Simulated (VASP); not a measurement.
# Sn2Te3Se (P-3m1) in VASP: single point with PBE

Aim: the single point of Sn2Te3Se with PBE.

Program: VASP 6.6.1. These are calculated values, not measurements. Logs are shortened: lines on timing, memory, paths and dates and some standing lists are left out, and cuts for length are marked.

### 1 The cell of the first run

The structure is trigonal, space group P-3m1 (No. 164). Conventional cell: a = 4.426 Å, b = 4.426 Å, c = 10.702 Å, α = 90.00°, β = 90.00°, γ = 120.00°. Sn (site symmetry 3m) has 6 Te at 3.05 to 3.19 Å within 4.0 Å. Within 4.2 Å of Te (site symmetry -3m) lie 6 Sn at 3.19 Å. Within 4.0 Å of Te (site symmetry 3m) lie 3 Sn at 3.05 Å and 3 Se at 3.11 Å. Within 4.1 Å of Se (site symmetry -3m) lie 6 Te at 3.11 Å.

### 2 Single point, PBE

File POSCAR:

```
Sn2Te3Se
1.0
    4.4256030305     -0.0000000028      0.0000000000
   -2.2128015128      3.8326846529      0.0000000000
    0.0000000000      0.0000000000     10.7022434186
Sn Te Se
2 3 1
Direct
    0.3333333333      0.6666666667      0.6780513819
    0.6666666667      0.3333333333      0.3219486181
    0.0000000000      0.0000000000      0.5000000000
    0.3333333333      0.6666666667      0.1655869119
    0.6666666667      0.3333333333      0.8344130881
    0.0000000000      0.0000000000      0.0000000000
```

File INCAR.step1:

```
SYSTEM = Sn2Te3Se
PREC = Accurate ; ENCUT = 520
EDIFF = 1E-7 ; ISMEAR = 0
SIGMA = 0.1 ; LREAL = .FALSE.
LASPH = .TRUE. ; NELM = 60
ALGO = Normal ; ISIF = 2
LWAVE = .FALSE. ; LCHARG = .TRUE.
GGA = PE ; NBANDS = 35
```

File KPOINTS.step1:

```
Automatic mesh
0
G
  12 12 4
  0 0 0
```

File INCAR.step2:

```
SYSTEM = Sn2Te3Se
PREC = Accurate ; ENCUT = 520
EDIFF = 1E-7 ; ISMEAR = -5
SIGMA = 0.1 ; LREAL = .FALSE.
LASPH = .TRUE. ; NELM = 60
ALGO = Normal ; ISIF = 2
LWAVE = .FALSE. ; LCHARG = .FALSE.
GGA = PE ; LORBIT = 10
NEDOS = 2001 ; ICHARG = 11
```

File KPOINTS.step2:

```
Automatic mesh
0
G
  18 18 6
  0 0 0
```

Potentials or basis: VASP PAW PBE potentials, release 64 (Sn_d, Te, Se).

Started as:

```sh
> cat potpaw_PBE.64/Sn_d/POTCAR potpaw_PBE.64/Te/POTCAR potpaw_PBE.64/Se/POTCAR > POTCAR
> cp INCAR.step1 INCAR
> cp KPOINTS.step1 KPOINTS
> mpirun -np 1 vasp_std > vasp.out
> cp INCAR.step2 INCAR
> cp KPOINTS.step2 KPOINTS
> mpirun -np 1 vasp_std > vasp.out
```

OUTCAR:

```text
SYSTEM = Sn2Te3Se
   PREC = Accurate
   ENCUT = 520
   EDIFF = 1E-7
   ISMEAR = -5
   LREAL = .FALSE.
   LASPH = .TRUE.
   NELM = 60
   ISIF = 2
   GGA = PE
   LORBIT = 10
   ICHARG = 11

 ion  position               nearest neighbor table
   1  0.333  0.667  0.678-   5 3.05   5 3.05   5 3.05   3 3.19   3 3.19   3 3.19
   2  0.667  0.333  0.322-   4 3.05   4 3.05   4 3.05   3 3.19   3 3.19   3 3.19
   3  0.000  0.000  0.500-   1 3.19   2 3.19   2 3.19   1 3.19   2 3.19   1 3.19
   4  0.333  0.667  0.166-   2 3.05   2 3.05   2 3.05   6 3.11   6 3.11   6 3.11
   5  0.667  0.333  0.834-   1 3.05   1 3.05   1 3.05   6 3.11   6 3.11   6 3.11
   6  0.000  0.000  0.000-   4 3.11   5 3.11   5 3.11   4 3.11   5 3.11   4 3.11

  LATTYP: Found a hexagonal cell.
 ALAT       =     4.4256030305
 C/A-ratio  =     2.4182565279

  Lattice vectors:

 A1 = (   4.4256030305,  -0.0000000028,   0.0000000000)
 A2 = (  -2.2128015128,   3.8326846529,   0.0000000000)
 A3 = (   0.0000000000,   0.0000000000,  10.7022434186)

Analysis of symmetry for initial positions (statically):
=====================================================================
 Subroutine PRICEL returns:
 Original cell was already a primitive cell.

 Routine SETGRP: Setting up the symmetry group for a
 hexagonal supercell.

 Subroutine GETGRP returns: Found 12 space group operations
 (whereof 12 operations were pure point group operations)
 out of a pool of 24 trial point group operations.

The static configuration has the point symmetry D_3d.

Analysis of symmetry for dynamics (positions and initial velocities):
=====================================================================
 Subroutine PRICEL returns:
 Original cell was already a primitive cell.

 Routine SETGRP: Setting up the symmetry group for a
 hexagonal supercell.

 Subroutine GETGRP returns: Found 12 space group operations
 (whereof 12 operations were pure point group operations)
 out of a pool of 24 trial point group operations.

The dynamic configuration has the point symmetry D_3d.

 Subroutine INISYM returns: Found 12 space group operations
 (whereof 12 operations are pure point group operations),
 and found     1 'primitive' translations

----------------------------------------------------------------------------------------

                                     Primitive cell

  volume of cell :     181.5308

[... 111 lines left out ...]
   EMIN   =  10.00;   EMAX   =-10.00  energy-range for DOS
   EFERMI =   0.00;   METHOD = LEGACY
   ISMEAR =    -5;   SIGMA  =   0.10  broadening in eV -4-tet -1-fermi 0-gaus
   EFERMI_NEDOS =   21; number of points for ismear=-14 and -15
   IALGO  =     38    algorithm
   IMIX   =      4    mixing-type and parameters
     AMIX     =   0.40;   BMIX     =  1.00
     AMIX_MAG =   1.60;   BMIX_MAG =  1.00
  volume/ion in A,a.u.               =      30.26       204.17
  Fermi-wavevector in a.u.,A,eV,Ry     =   1.079177  2.039348 15.845644  1.164622
  Thomas-Fermi vector in A             =   2.215135
   LORBIT       =     10    0 simple, 1 ext, 2 COOP (PROOUT), +10 PAW based schemes
   GGA     = PE    functional components
   LHFCALC =     F    Hartree Fock is set to
   AEXX    =    0.0000 exact exchange contribution
   IVDW    =     0    specifies the selected vdW correction
   LEPSILON=     F    determine dielectric tensor
   LRPA    =     F    only Hartree local field effects (RPA)
 non-spin polarized calculation
 Fermi weights with tetrahedron method with Bloechl corrections
  energy-cutoff  :      520.00
  volume of cell :      181.53
 maximum number of plane-waves:      4923
 NGX is ok and might be reduce to    36

 number of electron      51.9999986 magnetization

 Free energy of the ion-electron system (eV)
  ---------------------------------------------------
  ext. energy  EPLUGINS =         0.00000000
  ---------------------------------------------------
  free energy    TOTEN  =       -21.07403765 eV

  energy without entropy =      -21.07403765  energy(sigma->0) =      -21.07403765

 E-fermi :   6.1768     XC(G=0):  -9.4871

 val. band max:        6.2581066004   @ k =   0.3889   0.0000   0.0000
 cond. band min:       6.0332614151   @ k =   0.3333   0.2222   0.3333
 fundamental gap:     -0.2248451853
 Fermi energy:         6.1768119352

 k-point     1 :       0.0000    0.0000    0.0000
  band No.  band energies     occupation
      1     -15.3501      2.00000
      2     -15.3501      2.00000
      3     -15.3487      2.00000
      4     -15.3487      2.00000
      5     -15.3406      2.00000
      6     -15.3396      2.00000
[... 805 lines left out ...]
     30       9.1673      0.00000
     31       9.2654      0.00000

 [... further k-points ...]

------------------------ aborting loop because EDIFF is reached ----------------------------------------

  FORCE on cell =-STRESS in cart. coord.  units (eV):
  Direction    XX          YY          ZZ          XY          YZ          ZX
  --------------------------------------------------------------------------------------
  -------------------------------------------------------------------------------------
  Total       -0.2071399     -0.2071399     -0.1866374     -0.0000000      0.0000000     -0.0000000
  in kB       -1.8282009     -1.8282009     -1.6472477     -0.0000000      0.0000000     -0.0000000
  external PRESSURE =      -1.7678831 kB  Pullay stress =       0.0000000 kB

 VOLUME and BASIS-vectors are now :
 -----------------------------------------------------------------------------
  energy-cutoff  :      520.00
  volume of cell :      181.53
      direct lattice vectors                 reciprocal lattice vectors
     4.425603030 -0.000000003  0.000000000     0.225957908  0.130456859  0.000000000
    -2.212801513  3.832684653  0.000000000     0.000000000  0.260913717  0.000000000
     0.000000000  0.000000000 10.702243419     0.000000000  0.000000000  0.093438353

 POSITION                                       TOTAL-FORCE (eV/Angst)
 -----------------------------------------------------------------------------------
      0.00000      2.55512      7.25667        -0.000000      0.000000      0.020131
      2.21280      1.27756      3.44557         0.000000     -0.000000     -0.020131
      0.00000      0.00000      5.35112        -0.000000      0.000000      0.000000
      0.00000      2.55512      1.77215        -0.000000      0.000000      0.024781
      2.21280      1.27756      8.93009        -0.000000     -0.000000     -0.024781
      0.00000      0.00000      0.00000        -0.000000      0.000000      0.000000
 -----------------------------------------------------------------------------------
    total drift:                               -0.000000      0.000000      0.000000

  FREE ENERGIE OF THE ION-ELECTRON SYSTEM (eV)
  ---------------------------------------------------
  free  energy   TOTEN  =       -21.0740376464 eV

  energy  without entropy=      -21.0740376464  energy(sigma->0) =      -21.07403765

 total charge

# of ion       s       p       d       tot
------------------------------------------
    1        1.278   0.853   9.985  12.115
    2        1.278   0.853   9.985  12.115
    3        1.396   1.908   0.032   3.336
    4        1.419   1.827   0.045   3.291
    5        1.419   1.827   0.045   3.291
    6        1.521   2.124   0.030   3.675
--------------------------------------------------
tot          8.311   9.392  20.121  37.824
```

OUTCAR.step1:

```text
SYSTEM = Sn2Te3Se
   PREC = Accurate
   ENCUT = 520
   EDIFF = 1E-7
   ISMEAR = 0
   LREAL = .FALSE.
   LASPH = .TRUE.
   NELM = 60
[... 1149 lines left out ...]
      0.00000      2.55512      1.77215         0.000000     -0.000000     -0.007568
      2.21280      1.27756      8.93009         0.000000     -0.000000      0.007568
      0.00000      0.00000      0.00000        -0.000000     -0.000000     -0.000000
 -----------------------------------------------------------------------------------
    total drift:                               -0.000000      0.000000     -0.000000

  FREE ENERGIE OF THE ION-ELECTRON SYSTEM (eV)
  ---------------------------------------------------
  free  energy   TOTEN  =       -21.0835206670 eV

  energy  without entropy=      -21.0616397964  energy(sigma->0) =      -21.07258023
```

Run time: 25 min. Hardware: 1 thread of Oxide Virtual Turin-like, shared host; peak memory 1.1 GiB.

What came out:

```yaml
Valence_electrons_inside_the_program's_atomic_spheres: Sn 12.12; Te 3.34, 3.29 (each value once); Se 3.67
```

Caveat: spin-orbit coupling is left out, which moves the levels of the heavy elements; tetrahedron occupations give inexact forces and stress in metals.
